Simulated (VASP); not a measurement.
A run of VASP 6.6.1 is set up as follows.

The input INCAR:

```
PREC = Accurate
ENCUT = 1130
EDIFF = 1E-7
ISMEAR = 0
SIGMA = 0.1
LREAL = F
LASPH = T
NELM = 120
ALGO = Normal
ISIF = 3
LWAVE = F
LCHARG = F
GGA = PE
IBRION = 2
NSW = 90
EDIFFG = -0.04
GGA_COMPAT = F
NELMIN = 4
```

The input KPOINTS:

```
regular mesh
0
Gamma
  6 6 2
```

Contents of POSCAR:

```
Na2H5
1.0
    2.1066136200     -2.2313066600      0.0000000000
    2.1066136200      2.2313066600      0.0000000000
    0.0000000000      0.0000000000      8.3598625700
Na H
2 5
Direct
    0.0000000000      0.0000000000      0.7329275400
    0.5000000000      0.5000000000      0.2654094800
    0.0000000000      0.5000000000      0.4585194900
    0.5000000000      0.0000000000      0.4585194900
    0.2106064200      0.7893935800      0.4817884200
    0.7893935800      0.2106064200      0.4817884200
    0.0000000000      0.0000000000      0.2592156900
```

Potentials or basis: VASP PAW PBE potentials, release 64 (Na_sv, H).

Command:

```sh
$ cat potpaw_PBE.64/Na_sv/POTCAR potpaw_PBE.64/H/POTCAR > POTCAR
$ mpirun -np 1 vasp_std > vasp.out
```

Predict the band gap on the k mesh.

zero (an odd number of electrons rules out a gap without spin polarisation).

Estimate the relaxed volume.

12.38 Å³/atom.

What does it give for the relaxed cell?

a = 3.419 Å, b = 3.419 Å, c = 7.650 Å, α = 90.00°, β = 90.00°, γ = 104.31°.

What does it give for the space group after relaxing (to 0.1 Å)?

Cmm2 (No. 35).

Final structure:
```
CELL_PARAMETERS angstrom
2.09743 -2.69954 0.00000
2.09743 2.69954 0.00000
0.00000 0.00000 7.64959
ATOMIC_POSITIONS crystal
Na 0.00000 0.00000 0.82648
Na 0.50000 0.50000 0.21893
H 0.00000 0.50000 0.48999
H 0.50000 0.00000 0.48999
H 0.24878 0.75122 0.48993
H 0.75122 0.24878 0.48993
H 0.00000 0.00000 0.13291
```

Caveat: the k points lie up to 0.41 Å⁻¹ apart in the final cell, too coarse for converged energies and pressures of a metal; an odd number of electrons without spin polarisation forces a metal; a magnetic or distorted state may lie lower.
